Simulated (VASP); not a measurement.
# Ag (P6_3/mmc) in VASP: notebook

The runs below take Ag through relaxation of shape and atoms at fixed volume, single point, with r2SCAN.

All numbers are computed with VASP 6.6.1; they aren't measurements. Logs are shortened: lines on timing, memory, paths and dates and some standing lists are left out, and cuts for length are marked.

### 1 The cell of the first run

The structure is hexagonal, space group P6_3/mmc (No. 194). Conventional cell: a = 2.909 Å, b = 2.909 Å, c = 4.733 Å, α = 90.00°, β = 90.00°, γ = 120.00°. Within 3.8 Å of Ag (site symmetry -6m2) lie 12 Ag at 2.90 to 2.91 Å.

This isn't the form of Ag at room conditions, which is fcc.

### 2 Relaxation of shape and atoms at fixed volume, r2SCAN (17.34 Å³/atom)

The input, POSCAR:

```
Ag
1.0
    2.9085986927      0.0000000000      0.0000000000
   -1.4542993464      2.5189203573      0.0000000000
    0.0000000000      0.0000000000      4.7330653357
Ag
2
Direct
    0.3333333333      0.6666666667      0.7500000000
    0.6666666667      0.3333333333      0.2500000000
```

The input, INCAR.step1:

```
SYSTEM = Ag
PREC = Accurate
ENCUT = 600
ISMEAR = 0
SIGMA = 0.05
LREAL = .FALSE.
LASPH = .TRUE.
NELM = 100
GGA = PE
ALGO = Normal
EDIFF = 1E-4
LWAVE = .TRUE.
LCHARG = .FALSE.
```

The input, INCAR.step2:

```
SYSTEM = Ag
PREC = Accurate
ENCUT = 600
EDIFF = 1E-6
ISMEAR = 0
SIGMA = 0.05
LREAL = .FALSE.
LASPH = .TRUE.
NELM = 100
ALGO = Normal
ISIF = 4
LWAVE = .FALSE.
LCHARG = .FALSE.
METAGGA = R2SCAN
LMIXTAU = .TRUE.
IBRION = 2
NSW = 60
EDIFFG = -0.01
ISTART = 1
```

The input, KPOINTS:

```
Automatic mesh
0
G
  16 16 10
  0 0 0
```

Potentials or basis: VASP PAW PBE potentials, release 64 (Ag).

Command:

```bash
cat potpaw_PBE.64/Ag/POTCAR > POTCAR
cp INCAR.step1 INCAR
mpirun -np 1 vasp_std > vasp.out
cp INCAR.step2 INCAR
mpirun -np 1 vasp_std > vasp.out
```

OUTCAR:

```text
SYSTEM = Ag
   PREC = Accurate
   ENCUT = 600
   EDIFF = 1E-6
   ISMEAR = 0
   LREAL = .FALSE.
   LASPH = .TRUE.
   NELM = 100
   ISIF = 4
   METAGGA = R2SCAN
   IBRION = 2
   NSW = 60
   EDIFFG = -0.01
   ISTART = 1

 ion  position               nearest neighbor table
   1  0.333  0.667  0.750-   2 2.90   2 2.90   2 2.90   2 2.90   2 2.90   2 2.90
   2  0.667  0.333  0.250-   1 2.90   1 2.90   1 2.90   1 2.90   1 2.90   1 2.90

  LATTYP: Found a hexagonal cell.
 ALAT       =     2.9085986927
 C/A-ratio  =     1.6272665416

  Lattice vectors:

 A1 = (   2.9085986927,   0.0000000000,   0.0000000000)
 A2 = (  -1.4542993464,   2.5189203573,   0.0000000000)
 A3 = (   0.0000000000,   0.0000000000,   4.7330653357)

Analysis of symmetry for initial positions (statically):
=====================================================================
 Subroutine PRICEL returns:
 Original cell was already a primitive cell.

 Routine SETGRP: Setting up the symmetry group for a
 hexagonal supercell.

 Subroutine GETGRP returns: Found 24 space group operations
 (whereof 12 operations were pure point group operations)
 out of a pool of 24 trial point group operations.

The static configuration has the point symmetry D_3d.
 The point group associated with its full space group is D_6h.

Analysis of symmetry for dynamics (positions and initial velocities):
=====================================================================
 Subroutine PRICEL returns:
 Original cell was already a primitive cell.

 Routine SETGRP: Setting up the symmetry group for a
 hexagonal supercell.

 Subroutine GETGRP returns: Found 24 space group operations
 (whereof 12 operations were pure point group operations)
 out of a pool of 24 trial point group operations.

The dynamic configuration has the point symmetry D_3d.
 The point group associated with its full space group is D_6h.

 Subroutine INISYM returns: Found 24 space group operations
 (whereof 12 operations are pure point group operations),
 and found     1 'primitive' translations

----------------------------------------------------------------------------------------

                                     Primitive cell

  volume of cell :      34.6769

  direct lattice vectors                    reciprocal lattice vectors
     2.908598693  0.000000000  0.000000000     0.343808172  0.198497741  0.000000000
    -1.454299346  2.518920357  0.000000000     0.000000000  0.396995481  0.000000000
     0.000000000  0.000000000  4.733065336     0.000000000  0.000000000  0.211279568

  length of vectors
     2.908598693  2.908598693  4.733065336     0.396995481  0.396995481  0.211279568

  position of ions in fractional coordinates (direct lattice)
     0.333333333  0.666666667  0.750000000
     0.666666667  0.333333333  0.250000000

  ion indices of the primitive-cell ions
   primitive index   ion index
                 1           1
                 2           2

----------------------------------------------------------------------------------------

 KPOINTS: Automatic mesh

Automatic generation of k-mesh.
 Grid dimensions read from file:
 generate k-points for:   16   16   10

 Generating k-lattice:

  Cartesian coordinates                     Fractional coordinates (reciprocal lattice)
     0.021488011  0.012406109  0.000000000     0.062500000 -0.000000000  0.000000000
     0.000000000  0.024812218  0.000000000     0.000000000  0.062500000  0.000000000
[... 67 lines left out ...]
   TEBEG  =    0.0;   TEEND  =   0.0 temperature during run
   PSTRESS=    0.0 pullay stress
   NELECT =      22.0000    total number of electrons
   NUPDOWN=      -1.0000    fix difference up-down
   EMIN   =  10.00;   EMAX   =-10.00  energy-range for DOS
   EFERMI =   0.00;   METHOD = LEGACY
   ISMEAR =     0;   SIGMA  =   0.05  broadening in eV -4-tet -1-fermi 0-gaus
   EFERMI_NEDOS =   21; number of points for ismear=-14 and -15
   IALGO  =     38    algorithm
   IMIX   =      4    mixing-type and parameters
     AMIX     =   0.40;   BMIX     =  1.00
     AMIX_MAG =   1.60;   BMIX_MAG =  1.00
  volume/ion in A,a.u.               =      17.34       117.01
  Fermi-wavevector in a.u.,A,eV,Ry     =   1.406702  2.658282 26.923356  1.978811
  Thomas-Fermi vector in A             =   2.529036
   LORBIT       =      0    0 simple, 1 ext, 2 COOP (PROOUT), +10 PAW based schemes
   METAGGA = R2SCAN    functional components
   LHFCALC =     F    Hartree Fock is set to
   AEXX    =    0.0000 exact exchange contribution
   IVDW    =     0    specifies the selected vdW correction
   LEPSILON=     F    determine dielectric tensor
   LRPA    =     F    only Hartree local field effects (RPA)
 conjugate gradient relaxation of ions
 non-spin polarized calculation
 Gauss-broadening in eV      SIGMA  =   0.05
  energy-cutoff  :      600.00
  volume of cell :       34.68
 maximum number of plane-waves:      1182
 NGX is ok and might be reduce to    24
   NGX = 11   NGY = 11   NGZ = 19

--------------------------------------- Ionic step        1  -------------------------------------------

 number of electron      22.0000000 magnetization

 Free energy of the ion-electron system (eV)
  ---------------------------------------------------
  ext. energy  EPLUGINS =         0.00000000
  ---------------------------------------------------
  free energy    TOTEN  =       -42.70447975 eV

  energy without entropy =      -42.70351450  energy(sigma->0) =      -42.70399713

------------------------ aborting loop because EDIFF is reached ----------------------------------------

  FORCE on cell =-STRESS in cart. coord.  units (eV):
  Direction    XX          YY          ZZ          XY          YZ          ZX
  --------------------------------------------------------------------------------------
  -------------------------------------------------------------------------------------
  Total        0.0242706      0.0242706      0.0657967     -0.0000000     -0.0000000      0.0000000
  in kB        1.1213737      1.1213737      3.0400010     -0.0000000     -0.0000000      0.0000000
  external PRESSURE =       1.7609162 kB  Pullay stress =       0.0000000 kB

 VOLUME and BASIS-vectors are now :
 -----------------------------------------------------------------------------
  energy-cutoff  :      600.00
  volume of cell :       34.68
      direct lattice vectors                 reciprocal lattice vectors
     2.908598693  0.000000000  0.000000000     0.343808172  0.198497741  0.000000000
    -1.454299346  2.518920357  0.000000000     0.000000000  0.396995481  0.000000000
     0.000000000  0.000000000  4.733065336     0.000000000  0.000000000  0.211279568

 POSITION                                       TOTAL-FORCE (eV/Angst)
 -----------------------------------------------------------------------------------
     -0.00000      1.67928      3.54980         0.000000     -0.000000      0.000000
      1.45430      0.83964      1.18327        -0.000000      0.000000      0.000000
 -----------------------------------------------------------------------------------
    total drift:                               -0.000000      0.000000     -0.000000

  FREE ENERGIE OF THE ION-ELECTRON SYSTEM (eV)
  ---------------------------------------------------
  free  energy   TOTEN  =       -42.7044797498 eV

  energy  without entropy=      -42.7035145033  energy(sigma->0) =      -42.70399713

--------------------------------------- Ionic step        2  -------------------------------------------

 number of electron      22.0000000 magnetization

 Free energy of the ion-electron system (eV)
  ---------------------------------------------------
  ext. energy  EPLUGINS =         0.00000000
  ---------------------------------------------------
  free energy    TOTEN  =       -42.70450070 eV

  energy without entropy =      -42.70351883  energy(sigma->0) =      -42.70400977

 E-fermi :   8.1509     XC(G=0): -12.8465

 val. band max:        8.1176801016   @ k =   0.3750   0.0625   0.5000
 cond. band min:       8.1541942863   @ k =   0.4375   0.0625   0.2000
 fundamental gap:      0.0365141848
 Fermi energy:         8.1509376997

 k-point     1 :       0.0000    0.0000    0.0000
  band No.  band energies     occupation
      1       0.3744      2.00000
      2       1.5822      2.00000
      3       3.1328      2.00000
      4       3.2161      2.00000
      5       3.2161      2.00000
      6       3.4542      2.00000
      7       3.4542      2.00000
      8       3.7837      2.00000
      9       3.7837      2.00000
     10       4.7990      2.00000
     11       4.7990      2.00000
     12       7.9410      2.00000
     13      11.8439      0.00000
     14      24.4246      0.00000
[... 401 lines left out ...]
      2       2.2593      2.00000
      3       2.3778      2.00000
      4       3.0175      2.00000
      5       3.0515      2.00000
      6       3.5395      2.00000
      7       3.5963      2.00000
      8       4.1511      2.00000
      9       4.8336      2.00000
     10       4.8688      2.00000
     11       6.4004      2.00000
     12      13.7321      0.00000
     13      14.0421      0.00000
     14      14.8558      0.00000
     15      16.2691      0.00000

 [... further k-points ...]

------------------------ aborting loop because EDIFF is reached ----------------------------------------

  FORCE on cell =-STRESS in cart. coord.  units (eV):
  Direction    XX          YY          ZZ          XY          YZ          ZX
  --------------------------------------------------------------------------------------
  -------------------------------------------------------------------------------------
  Total        0.0309077      0.0309077      0.0526578     -0.0000000      0.0000000      0.0000000
  in kB        1.4280291      1.4280291      2.4329442     -0.0000000      0.0000000      0.0000000
  external PRESSURE =       1.7630008 kB  Pullay stress =       0.0000000 kB

 VOLUME and BASIS-vectors are now :
 -----------------------------------------------------------------------------
  energy-cutoff  :      600.00
  volume of cell :       34.68
      direct lattice vectors                 reciprocal lattice vectors
     2.907627871 -0.000000000  0.000000000     0.343922966  0.198564017  0.000000000
    -1.453813935  2.518079601  0.000000000     0.000000000  0.397128033  0.000000000
     0.000000000 -0.000000000  4.736226490    -0.000000000 -0.000000000  0.211138551

 POSITION                                       TOTAL-FORCE (eV/Angst)
 -----------------------------------------------------------------------------------
     -0.00000      1.67872      3.55217        -0.000000      0.000000      0.000000
      1.45381      0.83936      1.18406         0.000000     -0.000000      0.000000
 -----------------------------------------------------------------------------------
    total drift:                               -0.000000      0.000000     -0.000000

  FREE ENERGIE OF THE ION-ELECTRON SYSTEM (eV)
  ---------------------------------------------------
  free  energy   TOTEN  =       -42.7045006975 eV

  energy  without entropy=      -42.7035188337  energy(sigma->0) =      -42.70400977

 reached required accuracy - stopping structural energy minimisation
```

Run time: 9 min. Hardware: 1 thread of Intel Xeon 8259CL, shared host; peak memory 0.24 GiB.

Results:

```
Free energy               : -42.7045 eV
Energy gained by relaxing : 0.0 meV/atom
Ionic steps               : 2
Pressure after relaxing   : 0.2 GPa
Band gap on the k mesh    : zero (bands 11 and 12 overlap by 7.45 eV)
```

Final structure:
```
CELL_PARAMETERS angstrom
2.90763 0.00000 0.00000
-1.45381 2.51808 0.00000
0.00000 0.00000 4.73623
ATOMIC_POSITIONS crystal
Ag 0.33333 0.66667 0.75000
Ag 0.66667 0.33333 0.25000
```

Levels at points of the mesh, in eV from the Fermi level:
```tsv
k point	band 9	band 10	band 11	band 12	band 13	band 14
(0.00, 0.00, 0.00)	-4.37	-3.35	-3.35	-0.21	3.69	16.27
(0.50, 0.00, 0.00)	-3.16	-3.09	0.17	1.59	7.19	7.43
(0.00, 0.00, 0.50)	-3.66	-3.66	-3.66	-3.66	11.54	11.54
(0.50, 0.00, 0.50)	-3.14	-3.14	0.92	0.92	4.70	4.70
```

Caveat: the PAW data sets were made with another functional, which shifts forces and pressure a little.

### 3 Single point, r2SCAN (17.34 Å³/atom)

The input, POSCAR:

```
Ag
1.0
    2.9069803169      0.0000000000      0.0000000000
   -1.4534901585      2.5175188028      0.0000000000
    0.0000000000      0.0000000000      4.7383367924
Ag
2
Direct
    0.3333333333      0.6666666667      0.7500000000
    0.6666666667      0.3333333333      0.2500000000
```

The input, INCAR.step1:

```
PREC = Accurate
ENCUT = 520
ISMEAR = 0
SIGMA = 0.05
LREAL = F
LASPH = T
NELM = 80
NBANDS = 18
GGA = PE
ALGO = Normal
EDIFF = 1E-4
LWAVE = T
LCHARG = F
```

The input, INCAR.step2:

```
PREC = Accurate
ENCUT = 520
EDIFF = 1E-7
ISMEAR = 0
SIGMA = 0.05
LREAL = F
LASPH = T
NELM = 80
ALGO = Normal
ISIF = 2
LWAVE = F
LCHARG = F
METAGGA = R2SCAN
LMIXTAU = T
NBANDS = 18
ISTART = 1
```

The input, KPOINTS:

```
regular mesh
0
Gamma
  16 16 10
```

Potentials or basis: VASP PAW PBE potentials, release 64 (Ag).

Command:

```bash
cat potpaw_PBE.64/Ag/POTCAR > POTCAR
cp INCAR.step1 INCAR
mpirun -np 1 vasp_std > vasp.out
cp INCAR.step2 INCAR
mpirun -np 1 vasp_std > vasp.out
```

It took 6.9 min on 1 thread of Intel Xeon 8259CL, shared host; peak memory 0.23 GiB.

It converged, with:

```yaml
Free_energy: -42.7054 eV
Pressure: 0.2 GPa
Band_gap_on_the_k_mesh: zero (bands 11 and 12 overlap by 7.45 eV)
```

Levels at points of the mesh, in eV from the Fermi level:
| k point | band 7 | band 8 | band 9 | band 10 | band 11 | band 12 | band 13 | band 14 | band 15 | band 16 |
| --- | --- | --- | --- | --- | --- | --- | --- | --- | --- | --- |
| (0.00, 0.00, 0.00) | -4.70 | -4.37 | -4.37 | -3.35 | -3.35 | -0.22 | 3.68 | 16.28 | 18.30 | 18.53 |
| (0.50, 0.00, 0.00) | -3.99 | -3.22 | -3.16 | -3.08 | 0.17 | 1.59 | 7.19 | 7.42 | 9.68 | 10.72 |
| (0.00, 0.00, 0.50) | -4.66 | -4.66 | -3.66 | -3.66 | -3.66 | -3.66 | 11.52 | 11.52 | 16.65 | 16.65 |
| (0.50, 0.00, 0.50) | -3.38 | -3.38 | -3.14 | -3.14 | 0.92 | 0.92 | 4.70 | 4.70 | 14.07 | 14.07 |

Caveat: the PAW data sets were made with another functional, which shifts forces and pressure a little.
